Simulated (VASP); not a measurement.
# Lu (Fm-3m) in VASP: notebook

The runs below take Lu through single point, relaxation of cell and atoms, with PBE.

Program: VASP 6.6.1. These are calculated values, not measurements. Logs are shortened: lines on timing, memory, paths and dates and some standing lists are left out, and cuts for length are marked.

## (1) The cell of the first run

The structure is cubic, space group Fm-3m (No. 225). The conventional cell has a = 4.130 Å, b = 4.130 Å, c = 4.130 Å, α = 90.00°, β = 90.00°, γ = 90.00°. Lu (site symmetry m-3m) has 12 Lu at 2.92 Å within 3.8 Å.

## (2) Single point, PBE

Contents of INCAR:

```
PREC = Accurate
ENCUT = 520
EDIFF = 1E-7
ISMEAR = -1
SIGMA = 0.08
LREAL = False
LASPH = True
NELM = 60
ALGO = Normal
ISIF = 2
LWAVE = False
LCHARG = False
GGA = PE
NBANDS = 18
```

Contents of KPOINTS:

```
Automatic mesh
0
Gamma
  16 16 16
```

Contents of POSCAR:

```
Lu
1.0
    0.0000000000      2.0648203295      2.0648203295
    2.0648203295      0.0000000000      2.0648203295
    2.0648203295      2.0648203295      0.0000000000
Lu
1
Direct
    0.0000000000      0.0000000000      0.0000000000
```

Potentials or basis: VASP PAW PBE potentials, release 64 (Lu).

Launch:

```console
> cat potpaw_PBE.64/Lu/POTCAR > POTCAR
> mpirun -np 1 vasp_std > vasp.out
```

OUTCAR:

```text
PREC = Accurate
   ENCUT = 520
   EDIFF = 1E-7
   ISMEAR = -1
   LREAL = False
   LASPH = True
   NELM = 60
   ISIF = 2
   GGA = PE

 ion  position               nearest neighbor table
   1  0.000  0.000  0.000-

  LATTYP: Found a face centered cubic cell.
 ALAT       =     4.1296406590

  Lattice vectors:

 A1 = (   0.0000000000,   2.0648203295,   2.0648203295)
 A2 = (   2.0648203295,   0.0000000000,   2.0648203295)
 A3 = (   2.0648203295,   2.0648203295,   0.0000000000)

Analysis of symmetry for initial positions (statically):
=====================================================================
 Subroutine PRICEL returns:
 Original cell was already a primitive cell.

 Routine SETGRP: Setting up the symmetry group for a
 face centered cubic supercell.

 Subroutine GETGRP returns: Found 48 space group operations
 (whereof 48 operations were pure point group operations)
 out of a pool of 48 trial point group operations.

The static configuration has the point symmetry O_h .

Analysis of symmetry for dynamics (positions and initial velocities):
=====================================================================
 Subroutine PRICEL returns:
 Original cell was already a primitive cell.

 Routine SETGRP: Setting up the symmetry group for a
 face centered cubic supercell.

 Subroutine GETGRP returns: Found 48 space group operations
 (whereof 48 operations were pure point group operations)
 out of a pool of 48 trial point group operations.

The dynamic configuration has the point symmetry O_h .

 Subroutine INISYM returns: Found 48 space group operations
 (whereof 48 operations are pure point group operations),
 and found     1 'primitive' translations

----------------------------------------------------------------------------------------

                                     Primitive cell

  volume of cell :      17.6067

  direct lattice vectors                    reciprocal lattice vectors
     0.000000000  2.064820329  2.064820329    -0.242151820  0.242151820  0.242151820
     2.064820329  0.000000000  2.064820329     0.242151820 -0.242151820  0.242151820
     2.064820329  2.064820329  0.000000000     0.242151820  0.242151820 -0.242151820

  length of vectors
     2.920096914  2.920096914  2.920096914     0.419419255  0.419419255  0.419419255

  position of ions in fractional coordinates (direct lattice)
     0.000000000  0.000000000  0.000000000

  ion indices of the primitive-cell ions
   primitive index   ion index
                 1           1

----------------------------------------------------------------------------------------

 KPOINTS: Automatic mesh

Automatic generation of k-mesh.
 Grid dimensions read from file:
 generate k-points for:   16   16   16

 Generating k-lattice:

  Cartesian coordinates                     Fractional coordinates (reciprocal lattice)
    -0.015134489  0.015134489  0.015134489     0.062500000  0.000000000  0.000000000
     0.015134489 -0.015134489  0.015134489     0.000000000  0.062500000  0.000000000
     0.015134489  0.015134489 -0.015134489     0.000000000  0.000000000  0.062500000

  Length of vectors
     0.026213703  0.026213703  0.026213703

  Shift w.r.t. Gamma in fractional coordinates (k-lattice)
     0.000000000  0.000000000  0.000000000

 Subroutine IBZKPT returns following result:
 ===========================================

 Found    145 irreducible k-points:

 Following reciprocal coordinates:
            Coordinates               Weight
  0.000000  0.000000  0.000000      1.000000
  0.062500  0.000000  0.000000      8.000000
  0.125000  0.000000  0.000000      8.000000
  0.187500  0.000000  0.000000      8.000000
  0.250000  0.000000  0.000000      8.000000
  0.312500  0.000000  0.000000      8.000000
[... 16 lines left out ...]
 -0.125000  0.062500  0.000000     24.000000
 -0.062500  0.062500  0.000000     12.000000
 [... further k-points ...]
   k-points           NKPTS =    145   k-points in BZ     NKDIM =    145   number of bands    NBANDS=     18
   number of dos      NEDOS =    301   number of ions     NIONS =      1
   total plane-waves  NPLWV =  13824
   dimension x,y,z NGX =    24 NGY =   24 NGZ =   24
   dimension x,y,z NGXF=    48 NGYF=   48 NGZF=   48
   ions per type =               1
   NGX,Y,Z   is equivalent  to a cutoff of  13.66, 13.66, 13.66 a.u.
   NGXF,Y,Z  is equivalent  to a cutoff of  27.33, 27.33, 27.33 a.u.
 SYSTEM =  unknown system
   PREC   = accura    normal or accurate (medium, high low for compatibility)
   ISTART =      0    job   : 0-new  1-cont  2-samecut
   ICHARG =      2    charge: 1-file 2-atom 10-const
   ISPIN  =      1    spin polarized calculation?
   LNONCOLLINEAR =      F non collinear calculations
   LSORBIT =      F    spin-orbit coupling
   LASPH  =      T    aspherical Exc in radial PAW
   ENCUT  =  520.0 eV  38.22 Ry    6.18 a.u.   5.43  5.43  5.43*2*pi/ulx,y,z
   NELM   =     60;   NELMIN=  2; NELMDL= -5     # of ELM steps
   EDIFF  = 0.1E-06   stopping-criterion for ELM
   LREAL  =      F    real-space projection
   EDIFFG = 0.1E-05   stopping-criterion for IOM
   NSW    =      0    number of steps for IOM
   IBRION =     -1    ionic relax: 0-MD 1-quasi-New 2-CG
   NFREE  =      0    steps in history (QN), initial steepest desc. (CG)
   ISIF   =      2    stress and relaxation
   ISYM   =      2    0-nonsym 1-usesym 2-fastsym
   POTIM  = 0.5000    time-step for ionic-motion
   TEBEG  =    0.0;   TEEND  =   0.0 temperature during run
   PSTRESS=    0.0 pullay stress
   NELECT =      25.0000    total number of electrons
   NUPDOWN=      -1.0000    fix difference up-down
   EMIN   =  10.00;   EMAX   =-10.00  energy-range for DOS
   EFERMI =   0.00;   METHOD = LEGACY
   ISMEAR =    -1;   SIGMA  =   0.08  broadening in eV -4-tet -1-fermi 0-gaus
   EFERMI_NEDOS =   21; number of points for ismear=-14 and -15
   IALGO  =     38    algorithm
   IMIX   =      4    mixing-type and parameters
     AMIX     =   0.40;   BMIX     =  1.00
     AMIX_MAG =   1.60;   BMIX_MAG =  1.00
  volume/ion in A,a.u.               =      17.61       118.82
  Fermi-wavevector in a.u.,A,eV,Ry     =   1.840048  3.477187 46.066305  3.385778
  Thomas-Fermi vector in A             =   2.892468
   LORBIT       =      0    0 simple, 1 ext, 2 COOP (PROOUT), +10 PAW based schemes
   GGA     = PE    functional components
   LHFCALC =     F    Hartree Fock is set to
   AEXX    =    0.0000 exact exchange contribution
   IVDW    =     0    specifies the selected vdW correction
   LEPSILON=     F    determine dielectric tensor
   LRPA    =     F    only Hartree local field effects (RPA)
 non-spin polarized calculation
  energy-cutoff  :      520.00
  volume of cell :       17.61
 maximum number of plane-waves:       495
 NGX is ok and might be reduce to    24
   NGX = 11   NGY = 11   NGZ = 11

 number of electron      25.0000005 magnetization

 Free energy of the ion-electron system (eV)
  ---------------------------------------------------
  ext. energy  EPLUGINS =         0.00000000
  ---------------------------------------------------
  free energy    TOTEN  =        -3.22507917 eV

  energy without entropy =       -3.20732332  energy(sigma->0) =       -3.21620125

 E-fermi :   4.4557     XC(G=0): -13.3957

 val. band max:        4.4448995255   @ k =  -0.3125   0.3750   0.1875
 cond. band min:       4.4866712508   @ k =  -0.3750   0.3750   0.1875
 fundamental gap:      0.0417717253
 Fermi energy:         4.4557374172

 k-point     1 :       0.0000    0.0000    0.0000
  band No.  band energies     occupation
      1     -51.1343      2.00000
      2     -20.7557      2.00000
      3     -20.7557      2.00000
      4     -20.7557      2.00000
      5      -2.5256      2.00000
      6      -0.2904      2.00000
[... 10 lines left out ...]
     17      11.2854      0.00000
     18      17.3027      0.00000

 k-point     2 :       0.0625    0.0000    0.0000
  band No.  band energies     occupation
      1     -51.1246      2.00000
      2     -20.8587      2.00000
      3     -20.7670      2.00000
      4     -20.7670      2.00000
      5      -2.3210      2.00000
      6      -0.2857      2.00000
[... 10 lines left out ...]
     17      11.1509      0.00000
     18      17.7282      0.00000

 k-point     3 :       0.1250    0.0000    0.0000
  band No.  band energies     occupation
      1     -51.0970      2.00000
      2     -21.1431      2.00000
      3     -20.7988      2.00000
      4     -20.7988      2.00000
      5      -1.7481      2.00000
      6      -0.2706      2.00000
[... 10 lines left out ...]
     17      10.8718      0.00000
     18      18.7074      0.00000

 k-point     4 :       0.1875    0.0000    0.0000
  band No.  band energies     occupation
      1     -51.0553      2.00000
      2     -21.5475      2.00000
      3     -20.8459      2.00000
      4     -20.8459      2.00000
      5      -0.9346      2.00000
      6      -0.2405      2.00000
[... 10 lines left out ...]
     17      10.7684      0.00000
     18      18.4911      0.00000

 k-point     5 :       0.2500    0.0000    0.0000
  band No.  band energies     occupation
      1     -51.0059      2.00000
      2     -21.9968      2.00000
      3     -20.9008      2.00000
      4     -20.9008      2.00000
      5      -0.2873      2.00000
      6      -0.1410      2.00000
[... 10 lines left out ...]
     17      11.1639      0.00000
     18      17.5785      0.00000

 k-point     6 :       0.3125    0.0000    0.0000
  band No.  band energies     occupation
      1     -50.9559      2.00000
      2     -22.4206      2.00000
      3     -20.9551      2.00000
      4     -20.9551      2.00000
      5      -0.2373      2.00000
      6      -0.1049      2.00000
[... 10 lines left out ...]
     17      12.0366      0.00000
     18      16.8925      0.00000

 k-point     7 :       0.3750    0.0000    0.0000
  band No.  band energies     occupation
      1     -50.9132      2.00000
      2     -22.7630      2.00000
      3     -21.0005      2.00000
      4     -21.0005      2.00000
      5      -0.2374      2.00000
      6      -0.0743      2.00000
[... 10 lines left out ...]
     17      13.1254      0.00000
     18      16.5702      0.00000

 k-point     8 :       0.4375    0.0000    0.0000
  band No.  band energies     occupation
      1     -50.8845      2.00000
      2     -22.9840      2.00000
      3     -21.0306      2.00000
      4     -21.0306      2.00000
      5      -0.2432      2.00000
      6      -0.0922      2.00000
[... 10 lines left out ...]
     17      14.1002      0.00000
     18      16.6756      0.00000
[... 229 lines left out ...]
     17      14.2649      0.00000
     18      17.0006      0.00000

 k-point    20 :      -0.3125    0.0625    0.0000
  band No.  band energies     occupation
      1     -50.9352      2.00000
      2     -22.5331      2.00000
      3     -21.0709      2.00000
      4     -20.9503      2.00000
      5      -0.2276      2.00000
      6      -0.0865      2.00000
[... 10 lines left out ...]
     17      13.2993      0.00000
     18      17.1898      0.00000

 k-point    21 :      -0.2500    0.0625    0.0000
  band No.  band energies     occupation
      1     -50.9827      2.00000
      2     -22.1447      2.00000
      3     -21.0190      2.00000
      4     -20.8922      2.00000
      5      -0.2370      2.00000
      6      -0.1254      2.00000
[... 10 lines left out ...]
     17      12.2913      0.00000
     18      17.7672      0.00000

 k-point    22 :      -0.1875    0.0625    0.0000
  band No.  band energies     occupation
      1     -51.0324      2.00000
      2     -21.7143      2.00000
      3     -20.9555      2.00000
      4     -20.8371      2.00000
      5      -0.5043      2.00000
      6      -0.2150      2.00000
[... 10 lines left out ...]
     17      11.5571      0.00000
     18      18.6152      0.00000

 k-point    23 :      -0.1250    0.0625    0.0000
  band No.  band energies     occupation
      1     -51.0766      2.00000
      2     -21.3075      2.00000
      3     -20.8881      2.00000
      4     -20.7937      2.00000
      5      -1.3315      2.00000
      6      -0.2587      2.00000
[... 10 lines left out ...]
     17      11.2558      0.00000
     18      19.2956      0.00000

 k-point    24 :      -0.0625    0.0625    0.0000
  band No.  band energies     occupation
      1     -51.1089      2.00000
      2     -21.0013      2.00000
      3     -20.8217      2.00000
      4     -20.7689      2.00000
      5      -1.9925      2.00000
      6      -0.2776      2.00000
[... 10 lines left out ...]
     17      11.2353      0.00000
     18      18.3827      0.00000

 [... further k-points ...]
[... 5 lines left out ...]
  --------------------------------------------------------------------------------------
  -------------------------------------------------------------------------------------
  Total        5.7338676      5.7338676      5.7338676     -0.0000000      0.0000000     -0.0000000
  in kB      521.7728144    521.7728144    521.7728144     -0.0000000      0.0000000     -0.0000000
  external PRESSURE =     521.7728144 kB  Pullay stress =       0.0000000 kB

 VOLUME and BASIS-vectors are now :
 -----------------------------------------------------------------------------
  energy-cutoff  :      520.00
  volume of cell :       17.61
      direct lattice vectors                 reciprocal lattice vectors
     0.000000000  2.064820329  2.064820329    -0.242151820  0.242151820  0.242151820
     2.064820329  0.000000000  2.064820329     0.242151820 -0.242151820  0.242151820
     2.064820329  2.064820329  0.000000000     0.242151820  0.242151820 -0.242151820

 POSITION                                       TOTAL-FORCE (eV/Angst)
 -----------------------------------------------------------------------------------
      0.00000      0.00000      0.00000         0.000000      0.000000      0.000000
 -----------------------------------------------------------------------------------
    total drift:                               -0.000000      0.000000     -0.000000

  FREE ENERGIE OF THE ION-ELECTRON SYSTEM (eV)
  ---------------------------------------------------
  free  energy   TOTEN  =        -3.2250791724 eV

  energy  without entropy=       -3.2073233214  energy(sigma->0) =       -3.21620125
```

Run time: 37 s. Hardware: 1 thread of Intel Xeon Platinum 8259CL at 2.50GHz (Skylake/Cascade Lake), shared host; peak memory 0.18 GiB.

Results:

| Property | Result |
| --- | --- |
| Free energy | -3.2251 eV |
| Pressure | 52.2 GPa |

Caveat: spin-orbit coupling is left out, which moves the levels of the heavy elements.

(Part 1 of 2 ends here.)
